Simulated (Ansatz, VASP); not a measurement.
**Two plane-wave programs on SrCl2**

Contents of POSCAR:

```
SrCl2
1.0
    2.4567214836      1.4183888098      4.0153159317
   -2.4567214836      1.4183888098      4.0153159317
    0.0000000000     -2.8367776197      4.0153159316
Sr Cl
1 2
Direct
    0.0000000000      0.0000000000      0.0000000000
    0.2499511381      0.2499511381      0.2499511381
    0.7500488619      0.7500488619      0.7500488619
```

The input INCAR.step1:

```
  ALGO = Normal
  EDIFF = 1E-5
  ENCUT = 550
  GGA = PE
  GGA_COMPAT = False
  ISMEAR = -1
  LASPH = True
  LCHARG = False
  LREAL = False
  LWAVE = True
  NBANDS = 19
  NELM = 120
  PREC = Accurate
  SIGMA = 0.2
```

INCAR.step2

```
  ALGO = Normal
  EDIFF = 1E-6
  ENCUT = 550
  GGA_COMPAT = False
  ISIF = 2
  ISMEAR = -1
  ISTART = 1
  LASPH = True
  LCHARG = False
  LMIXTAU = True
  LREAL = False
  LWAVE = False
  METAGGA = R2SCAN
  NBANDS = 19
  NELM = 120
  PREC = Accurate
  SIGMA = 0.2
```

KPOINTS

```
k-points
0
Gamma
  4 4 4
```

Input for Ansatz:

```yaml
crystal:
  lattice:
    - [2.4567214836, 1.4183888098, 4.0153159317]
    - [-2.4567214836, 1.4183888098, 4.0153159317]
    - [0.0, -2.8367776197, 4.0153159316]
  atoms:
    - { symbol: Sr, position: [0.0, 0.0, 0.0] }
    - { symbol: Cl, position: [0.2499511381, 0.2499511381, 0.2499511381] }
    - { symbol: Cl, position: [0.7500488619, 0.7500488619, 0.7500488619] }
kpoints:
  mp_grid: { grid: [4, 4, 4] }
hamiltonian:
  xc: r2scan
scf:
  occupations: { method: fermi_dirac, width: 0.2 }
  n_extra_bands: 4
output:
  forces: true
  stress: true
  eigenvalues: true
```

Alike in both runs: task single point; functional r2SCAN; k mesh 4 × 4 × 4; occupations fermi-dirac, width 0.2 eV; no spin polarisation.

```csv
,VASP,Ansatz
version,VASP 6.6.1,Ansatz 0.2.0
potentials or method,"VASP PAW PBE potentials, release 64 (Sr_sv, Cl)",plane waves
plane-wave cutoff (eV),550,500
valence electrons in the cell,24,24
```

Ansatz gave:

| Property | Result |
| --- | --- |
| pressure (GPa) | 0.7 |

Problem. Estimate VASP's values.

Solution. Pressure (GPa): 0.8.

VASP's potentials were made for PBE, not for r2SCAN.
